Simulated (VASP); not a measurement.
# BaS (I4/mmm) in VASP: a series of runs

BaS is run at these levels: LDA; tasks: electric field gradients.

All numbers are computed with VASP 6.6.1; they aren't measurements. Logs are shortened: lines on timing, memory, paths and dates and some standing lists are left out, and cuts for length are marked.

## Step 1: The cell of the first run

Symmetry: I4/mmm, No. 139, tetragonal system. Conventional cell: a = 4.517 Å, b = 4.517 Å, c = 6.451 Å, α = 90.00°, β = 90.00°, γ = 90.00°. Ba (site symmetry 4/mmm) has 6 S at 3.19 to 3.23 Å within 4.2 Å. S (site symmetry 4/mmm) has 6 Ba at 3.19 to 3.23 Å within 4.2 Å.

## Step 2: Electric field gradients, LDA (zz strain of +1 %)

Contents of INCAR:

```
SYSTEM = BaS
PREC = Accurate
ENCUT = 520
EDIFF = 1E-8
ISMEAR = -1
SIGMA = 0.01
LREAL = .False.
LASPH = .True.
NELM = 80
ALGO = Normal
ISIF = 2
LWAVE = .False.
LCHARG = .False.
GGA = CA
LEFG = .True.
NBANDS = 15
```

Contents of KPOINTS:

```
regular mesh
0
Gamma
  7 7 7
  0 0 0
```

Contents of POSCAR:

```
BaS
1.0
    0.0000000000      3.1937500000      3.2256875000
    3.1937500000      0.0000000000      3.2256875000
    3.1937500000      3.1937500000      0.0000000000
Ba S
1 1
Direct
    0.0000000000      0.0000000000      0.0000000000
    0.5000000000      0.5000000000      0.5000000000
```

Potentials or basis: VASP PAW LDA potentials, release 64 (Ba_sv, S).

Command:

```
$ cat potpaw_LDA.64/Ba_sv/POTCAR potpaw_LDA.64/S/POTCAR > POTCAR
$ mpirun -np 1 vasp_std > vasp.out
```

OUTCAR:

```text
SYSTEM = BaS
   PREC = Accurate
   ENCUT = 520
   EDIFF = 1E-8
   ISMEAR = -1
   LREAL = .False.
   LASPH = .True.
   NELM = 80
   ISIF = 2
   GGA = CA

 ion  position               nearest neighbor table
   1  0.000  0.000  0.000-   2 3.19   2 3.19   2 3.19   2 3.19   2 3.23   2 3.23
   2  0.500  0.500  0.500-   1 3.19   1 3.19   1 3.19   1 3.19   1 3.23   1 3.23

  LATTYP: Found a body centered tetragonal cell.
 ALAT       =     4.5166445648
 C/A-ratio  =     1.4283556980

  Lattice vectors:

 A1 = (  -3.1937500000,   0.0000000000,   3.2256875000)
 A2 = (   3.1937500000,   0.0000000000,   3.2256875000)
 A3 = (   0.0000000000,   3.1937500000,  -3.2256875000)

Analysis of symmetry for initial positions (statically):
=====================================================================
 Subroutine PRICEL returns:
 Original cell was already a primitive cell.

 Routine SETGRP: Setting up the symmetry group for a
 body centered tetragonal supercell.

 Subroutine GETGRP returns: Found 16 space group operations
 (whereof 16 operations were pure point group operations)
 out of a pool of 16 trial point group operations.

The static configuration has the point symmetry D_4h.

Analysis of symmetry for dynamics (positions and initial velocities):
=====================================================================
 Subroutine PRICEL returns:
 Original cell was already a primitive cell.

 Routine SETGRP: Setting up the symmetry group for a
 body centered tetragonal supercell.

 Subroutine GETGRP returns: Found 16 space group operations
 (whereof 16 operations were pure point group operations)
 out of a pool of 16 trial point group operations.

The dynamic configuration has the point symmetry D_4h.

 Subroutine INISYM returns: Found 16 space group operations
 (whereof 16 operations are pure point group operations),
 and found     1 'primitive' translations

----------------------------------------------------------------------------------------

                                     Primitive cell

  volume of cell :      65.8043

  direct lattice vectors                    reciprocal lattice vectors
     0.000000000  3.193750000  3.225687500    -0.156555773  0.156555773  0.155005716
     3.193750000  0.000000000  3.225687500     0.156555773 -0.156555773  0.155005716
     3.193750000  3.193750000  0.000000000     0.156555773  0.156555773 -0.155005716

  length of vectors
     4.539283964  4.539283964  4.516644565     0.270270590  0.270270590  0.270270590

  position of ions in fractional coordinates (direct lattice)
     0.000000000  0.000000000  0.000000000
     0.500000000  0.500000000  0.500000000

  ion indices of the primitive-cell ions
   primitive index   ion index
                 1           1
                 2           2

----------------------------------------------------------------------------------------

 KPOINTS: regular mesh

Automatic generation of k-mesh.
 Grid dimensions read from file:
 generate k-points for:    7    7    7

 Generating k-lattice:

  Cartesian coordinates                     Fractional coordinates (reciprocal lattice)
    -0.022365110  0.022365110  0.022143674     0.142857143 -0.000000000  0.000000000
     0.022365110 -0.022365110  0.022143674    -0.000000000  0.142857143  0.000000000
     0.022365110  0.022365110 -0.022143674     0.000000000  0.000000000  0.142857143

  Length of vectors
     0.038610084  0.038610084  0.038610084

  Shift w.r.t. Gamma in fractional coordinates (k-lattice)
     0.000000000  0.000000000  0.000000000

 Subroutine IBZKPT returns following result:
 ===========================================

[... 34 lines left out ...]
   ions per type =               1   1
   NGX,Y,Z   is equivalent  to a cutoff of  13.18, 13.18, 13.25 a.u.
   NGXF,Y,Z  is equivalent  to a cutoff of  26.37, 26.37, 26.50 a.u.
 SYSTEM =  BaS
   PREC   = accura    normal or accurate (medium, high low for compatibility)
   ISTART =      0    job   : 0-new  1-cont  2-samecut
   ICHARG =      2    charge: 1-file 2-atom 10-const
   ISPIN  =      1    spin polarized calculation?
   LNONCOLLINEAR =      F non collinear calculations
   LSORBIT =      F    spin-orbit coupling
   LASPH  =      T    aspherical Exc in radial PAW
   ENCUT  =  520.0 eV  38.22 Ry    6.18 a.u.   8.44  8.44  8.40*2*pi/ulx,y,z
   NELM   =     80;   NELMIN=  2; NELMDL= -5     # of ELM steps
   EDIFF  = 0.1E-07   stopping-criterion for ELM
   LREAL  =      F    real-space projection
   EDIFFG = 0.1E-06   stopping-criterion for IOM
   NSW    =      0    number of steps for IOM
   IBRION =     -1    ionic relax: 0-MD 1-quasi-New 2-CG
   NFREE  =      0    steps in history (QN), initial steepest desc. (CG)
   ISIF   =      2    stress and relaxation
   ISYM   =      2    0-nonsym 1-usesym 2-fastsym
   POTIM  = 0.5000    time-step for ionic-motion
   TEBEG  =    0.0;   TEEND  =   0.0 temperature during run
   PSTRESS=    0.0 pullay stress
   NELECT =      16.0000    total number of electrons
   NUPDOWN=      -1.0000    fix difference up-down
   EMIN   =  10.00;   EMAX   =-10.00  energy-range for DOS
   EFERMI =   0.00;   METHOD = LEGACY
   ISMEAR =    -1;   SIGMA  =   0.01  broadening in eV -4-tet -1-fermi 0-gaus
   EFERMI_NEDOS =   21; number of points for ismear=-14 and -15
   IALGO  =     38    algorithm
   IMIX   =      4    mixing-type and parameters
     AMIX     =   0.40;   BMIX     =  1.00
     AMIX_MAG =   1.60;   BMIX_MAG =  1.00
  volume/ion in A,a.u.               =      32.90       222.03
  Fermi-wavevector in a.u.,A,eV,Ry     =   1.021794  1.930911 14.205346  1.044063
  Thomas-Fermi vector in A             =   2.155438
   LORBIT       =      0    0 simple, 1 ext, 2 COOP (PROOUT), +10 PAW based schemes
   GGA     = CA    functional components
   LHFCALC =     F    Hartree Fock is set to
   AEXX    =    0.0000 exact exchange contribution
   IVDW    =     0    specifies the selected vdW correction
   LEPSILON=     F    determine dielectric tensor
   LRPA    =     F    only Hartree local field effects (RPA)
 non-spin polarized calculation
  energy-cutoff  :      520.00
  volume of cell :       65.80
 maximum number of plane-waves:      1807
 NGX is ok and might be reduce to    36
   NGX = 17   NGY = 17   NGZ = 17

 number of electron      16.0000002 magnetization

 Free energy of the ion-electron system (eV)
  ---------------------------------------------------
  ext. energy  EPLUGINS =         0.00000000
  ---------------------------------------------------
  free energy    TOTEN  =       -11.15062714 eV

  energy without entropy =      -11.15062714  energy(sigma->0) =      -11.15062714

 E-fermi :   1.4168     XC(G=0):  -8.9516

 val. band max:        1.1984553910   @ k =   0.0000   0.0000   0.0000
 cond. band min:       3.1659042123   @ k =   0.4286   0.0000   0.4286
 fundamental gap:      1.9674488213
 Fermi energy:         1.4168468991

 k-point     1 :       0.0000    0.0000    0.0000
  band No.  band energies     occupation
      1     -24.8418      2.00000
      2      -9.9168      2.00000
      3      -9.9168      2.00000
      4      -9.9157      2.00000
      5      -9.1125      2.00000
      6       1.1670      2.00000
      7       1.1985      2.00000
      8       1.1985      2.00000
      9       4.4480      0.00000
     10       4.8422      0.00000
     11       4.9112      0.00000
     12       4.9112      0.00000
     13       5.8364      0.00000
     14       5.8918      0.00000
[... 401 lines left out ...]
      2     -10.7608      2.00000
      3     -10.1409      2.00000
      4     -10.0398      2.00000
      5      -8.2585      2.00000
      6      -0.2440      2.00000
      7       0.2978      2.00000
      8       0.5752      2.00000
      9       5.1246      0.00000
     10       6.2605      0.00000
     11       7.4545      0.00000
     12       7.6235      0.00000
     13       8.8108      0.00000
     14       9.8836      0.00000
     15      10.1964      0.00000

 [... further k-points ...]

------------------------ aborting loop because EDIFF is reached ----------------------------------------

  FORCE on cell =-STRESS in cart. coord.  units (eV):
  Direction    XX          YY          ZZ          XY          YZ          ZX
  --------------------------------------------------------------------------------------
  -------------------------------------------------------------------------------------
  Total       -0.8160683     -0.8160683     -1.1211502      0.0000000      0.0000000      0.0000000
  in kB      -19.8693195    -19.8693195    -27.2973366      0.0000000      0.0000000      0.0000000
  external PRESSURE =     -22.3453252 kB  Pullay stress =       0.0000000 kB

 VOLUME and BASIS-vectors are now :
 -----------------------------------------------------------------------------
  energy-cutoff  :      520.00
  volume of cell :       65.80
      direct lattice vectors                 reciprocal lattice vectors
     0.000000000  3.193750000  3.225687500    -0.156555773  0.156555773  0.155005716
     3.193750000  0.000000000  3.225687500     0.156555773 -0.156555773  0.155005716
     3.193750000  3.193750000  0.000000000     0.156555773  0.156555773 -0.155005716

 POSITION                                       TOTAL-FORCE (eV/Angst)
 -----------------------------------------------------------------------------------
      0.00000      0.00000      0.00000        -0.000000      0.000000      0.000000
      3.19375      3.19375      3.22569         0.000000     -0.000000      0.000000
 -----------------------------------------------------------------------------------
    total drift:                                0.000000      0.000000      0.000000

  FREE ENERGIE OF THE ION-ELECTRON SYSTEM (eV)
  ---------------------------------------------------
  free  energy   TOTEN  =       -11.1506271416 eV

  energy  without entropy=      -11.1506271416  energy(sigma->0) =      -11.15062714

 Electric field gradients (V/A^2)
---------------------------------------------------------------------
 ion       V_xx      V_yy      V_zz      V_xy      V_xz      V_yz
---------------------------------------------------------------------
   1      -6.640    -6.640    13.280     0.000     0.000     0.000
   2      -1.924    -1.924     3.848     0.000     0.000     0.000
---------------------------------------------------------------------

 Electric field gradients after diagonalization (V/A^2)
 (convention: |V_zz| > |V_xx| > |V_yy|)
----------------------------------------------------------------------
 ion       V_xx      V_yy      V_zz     asymmetry (V_yy - V_xx)/ V_zz
----------------------------------------------------------------------
   1      -6.640    -6.640    13.280       0.000
   2      -1.924    -1.923     3.848       0.000
----------------------------------------------------------------------

           NMR quadrupolar parameters

 Cq : quadrupolar parameter    Cq=e*Q*V_zz/h
 eta: asymmetry parameters     (V_yy - V_xx)/ V_zz
 Q  : nuclear electric quadrupole moment in mb (millibarn)
----------------------------------------------------------------------
 ion       Cq(MHz)       eta       Q (mb)
----------------------------------------------------------------------
   1       0.032       0.000       1.000
   2       0.009       0.000       1.000
----------------------------------------------------------------------
```

It took 39 s on 1 thread of Intel Xeon Platinum 8259CL at 2.50GHz (Skylake/Cascade Lake), shared host; peak memory 0.19 GiB.

Results:

* Free energy: -11.1506 eV
* Pressure: -2.2 GPa
* Band gap on the k mesh: 1.97 eV, indirect (least direct gap 2.12 eV)

Stress tensor (GPa, compression positive):
```
-1.99  0.00  0.00
 0.00 -1.99  0.00
 0.00  0.00 -2.73
```

Levels at points of the mesh, in eV from the valence-band top:
| k point | band 4 | band 5 | band 6 | band 7 | band 8 | band 9 | band 10 | band 11 | band 12 | band 13 |
| --- | --- | --- | --- | --- | --- | --- | --- | --- | --- | --- |
| (0.00, 0.00, 0.00) | -11.11 | -10.31 | -0.03 | 0.00 | 0.00 | 3.25 | 3.64 | 3.71 | 3.71 | 4.64 |

Electric field gradients, principal values (V/Å²):
```csv
atom,least,middle,greatest (by size)
1 Ba,-6.640,-6.640,13.280
2 S,-1.923,-1.924,3.848
```

Caveat: the cell differs from its parent crystal (zz strain of +1 %); without QUAD_EFG the Cq values of the log hold for a quadrupole moment of 1 mb, not for the nuclei; spin-orbit coupling is left out, which moves the levels of the heavy elements.

## Step 3: Electric field gradients, LDA (zz strain of +2 %)

Changes to INCAR since step 2:

```diff
@@ -13,3 +13,2 @@
 LCHARG = .False.
-GGA = CA
 LEFG = .True.
```

Contents of KPOINTS:

```
Automatic mesh
0
Gamma
  7 7 7
  0 0 0
```

Contents of POSCAR:

```
BaS
1.0
    0.0000000000      3.1937500000      3.2576250000
    3.1937500000      0.0000000000      3.2576250000
    3.1937500000      3.1937500000      0.0000000000
Ba S
1 1
Direct
    0.0000000000      0.0000000000      0.0000000000
    0.5000000000      0.5000000000      0.5000000000
```

Potentials or basis: VASP PAW LDA potentials, release 64 (Ba_sv, S).

Command:

```
$ cat potpaw_LDA.64/Ba_sv/POTCAR potpaw_LDA.64/S/POTCAR > POTCAR
$ mpirun -np 1 vasp_std > vasp.out
```

OUTCAR:

```text
SYSTEM = BaS
   PREC = Accurate
   ENCUT = 520
   EDIFF = 1E-8
   ISMEAR = -1
   LREAL = .False.
   LASPH = .True.
   NELM = 80
   ISIF = 2

 ion  position               nearest neighbor table
   1  0.000  0.000  0.000-   2 3.19   2 3.19   2 3.19   2 3.19   2 3.26   2 3.26
   2  0.500  0.500  0.500-   1 3.19   1 3.19   1 3.19   1 3.19   1 3.26   1 3.26

  LATTYP: Found a body centered tetragonal cell.
 ALAT       =     4.5166445648
 C/A-ratio  =     1.4424978336

  Lattice vectors:

 A1 = (  -3.1937500000,   0.0000000000,   3.2576250000)
 A2 = (   3.1937500000,   0.0000000000,   3.2576250000)
 A3 = (   0.0000000000,   3.1937500000,  -3.2576250000)

Analysis of symmetry for initial positions (statically):
=====================================================================
 Subroutine PRICEL returns:
 Original cell was already a primitive cell.

 Routine SETGRP: Setting up the symmetry group for a
 body centered tetragonal supercell.

 Subroutine GETGRP returns: Found 16 space group operations
 (whereof 16 operations were pure point group operations)
 out of a pool of 16 trial point group operations.

The static configuration has the point symmetry D_4h.

Analysis of symmetry for dynamics (positions and initial velocities):
=====================================================================
 Subroutine PRICEL returns:
 Original cell was already a primitive cell.

 Routine SETGRP: Setting up the symmetry group for a
 body centered tetragonal supercell.

 Subroutine GETGRP returns: Found 16 space group operations
 (whereof 16 operations were pure point group operations)
 out of a pool of 16 trial point group operations.

[... 576 lines left out ...]
      6      -0.2848      2.00000
      7       0.2496      2.00000
      8       0.5352      2.00000
      9       5.0817      0.00000
     10       6.1983      0.00000
     11       7.3638      0.00000
     12       7.5038      0.00000
     13       8.6632      0.00000
     14       9.7271      0.00000
     15      10.0962      0.00000

 [... further k-points ...]

------------------------ aborting loop because EDIFF is reached ----------------------------------------

  FORCE on cell =-STRESS in cart. coord.  units (eV):
  Direction    XX          YY          ZZ          XY          YZ          ZX
  --------------------------------------------------------------------------------------
  -------------------------------------------------------------------------------------
  Total       -0.8829911     -0.8829911     -1.4515580      0.0000000     -0.0000000     -0.0000000
  in kB      -21.2879568    -21.2879568    -34.9954883      0.0000000     -0.0000000     -0.0000000
  external PRESSURE =     -25.8571340 kB  Pullay stress =       0.0000000 kB

 VOLUME and BASIS-vectors are now :
 -----------------------------------------------------------------------------
  energy-cutoff  :      520.00
  volume of cell :       66.46
      direct lattice vectors                 reciprocal lattice vectors
     0.000000000  3.193750000  3.257625000    -0.156555773  0.156555773  0.153486052
     3.193750000  0.000000000  3.257625000     0.156555773 -0.156555773  0.153486052
     3.193750000  3.193750000  0.000000000     0.156555773  0.156555773 -0.153486052

 POSITION                                       TOTAL-FORCE (eV/Angst)
 -----------------------------------------------------------------------------------
      0.00000      0.00000      0.00000         0.000000      0.000000     -0.000000
      3.19375      3.19375      3.25762        -0.000000     -0.000000      0.000000
 -----------------------------------------------------------------------------------
    total drift:                                0.000000      0.000000      0.000000

  FREE ENERGIE OF THE ION-ELECTRON SYSTEM (eV)
  ---------------------------------------------------
  free  energy   TOTEN  =       -11.1380021829 eV

  energy  without entropy=      -11.1380021829  energy(sigma->0) =      -11.13800218

 Electric field gradients (V/A^2)
---------------------------------------------------------------------
 ion       V_xx      V_yy      V_zz      V_xy      V_xz      V_yz
---------------------------------------------------------------------
   1     -12.890   -12.890    25.780     0.000     0.000     0.000
   2      -3.729    -3.729     7.458     0.000     0.000     0.000
---------------------------------------------------------------------

 Electric field gradients after diagonalization (V/A^2)
 (convention: |V_zz| > |V_xx| > |V_yy|)
----------------------------------------------------------------------
 ion       V_xx      V_yy      V_zz     asymmetry (V_yy - V_xx)/ V_zz
----------------------------------------------------------------------
   1     -12.890   -12.890    25.780       0.000
   2      -3.730    -3.729     7.458       0.000
----------------------------------------------------------------------

           NMR quadrupolar parameters

 Cq : quadrupolar parameter    Cq=e*Q*V_zz/h
 eta: asymmetry parameters     (V_yy - V_xx)/ V_zz
 Q  : nuclear electric quadrupole moment in mb (millibarn)
----------------------------------------------------------------------
 ion       Cq(MHz)       eta       Q (mb)
----------------------------------------------------------------------
   1       0.062       0.000       1.000
   2       0.018       0.000       1.000
----------------------------------------------------------------------
```

stdout:

```text
POSCAR found type information on POSCAR BaS
 POSCAR found :  2 types and       2 ions
 scaLAPACK will be used
 LDA part: xc-table for (Slater(with rela. corr.)+CA(PZ))
 , standard interpolation
 POSCAR, INCAR and KPOINTS ok, starting setup
 FFT: planning ... GRIDC
 FFT: planning ... GRID_SOFT
 FFT: planning ... GRID
 WAVECAR not read
 entering main loop
ion   1

ion   2
```

Run time: 32 s. Hardware: 1 thread of Intel Xeon Platinum 8259CL at 2.50GHz (Skylake/Cascade Lake), shared host; peak memory 0.19 GiB.

What came out:

```
Free energy            : -11.1380 eV
Pressure               : -2.6 GPa
Band gap on the k mesh : 1.97 eV, indirect (least direct gap 2.13 eV)
```

Levels at points of the mesh, in eV from the valence-band top:
```
           k point  band 4  band 5  band 6  band 7  band 8  band 9  band 10  band 11  band 12  band 13
(0.00, 0.00, 0.00)  -11.16  -10.31   -0.06    0.00    0.00    3.18     3.59     3.72     3.72     4.60
```

Electric field gradients, principal values (V/Å²):
```tsv
atom	least	middle	greatest (by size)
1 Ba	-12.890	-12.890	25.780
2 S	-3.729	-3.730	7.458
```

Caveat: the cell differs from its parent crystal (zz strain of +2 %); without QUAD_EFG the Cq values of the log hold for a quadrupole moment of 1 mb, not for the nuclei; spin-orbit coupling is left out, which moves the levels of the heavy elements.

(Continued in part 2 of 2.)
